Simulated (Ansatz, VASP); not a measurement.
**CuI: VASP beside Ansatz**

```
CELL_PARAMETERS angstrom
0.00000 3.18313 2.77581
3.18313 0.00000 2.77581
3.18313 3.18313 0.00000
ATOMIC_POSITIONS crystal
Cu 0.25000 0.25000 0.25000
I 0.00000 0.00000 0.00000
```

Change from the starting cell: epitaxial_xy strain +5.7%.

Alike in both runs: task single point; functional r2SCAN; k mesh 8 × 8 × 8; no spin polarisation.

|  | VASP | Ansatz |
| --- | --- | --- |
| version | VASP 6.6.1 | Ansatz 0.2.0 |
| potentials or method | VASP PAW PBE potentials, release 64 (Cu, I) | plane waves, PAW |
| plane-wave cutoff (eV) | 520 | 500 |
| occupations | gaussian, width 0.01 eV | fixed |
| valence electrons in the cell | 18 | 36 |

Ansatz gave:

| Property | Result |
| --- | --- |
| gap on the k mesh at the Fermi level (eV) | 1.49 |
| pressure (GPa) | -1.4 |
| traceless stress, the component that is largest in VASP (GPa) | 1.35 |

Task: Which values does VASP return?

Result: gap on the k mesh at the Fermi level (eV): 1.50; pressure (GPa): -1.4; traceless stress, the component that is largest in VASP (GPa): 1.35.

VASP's potentials were made for PBE, not for r2SCAN. VASP's potentials hold 18 valence electrons a cell and Ansatz's 36, so a difference there can come from the potentials and not from the codes.

Spin-orbit coupling is off throughout.
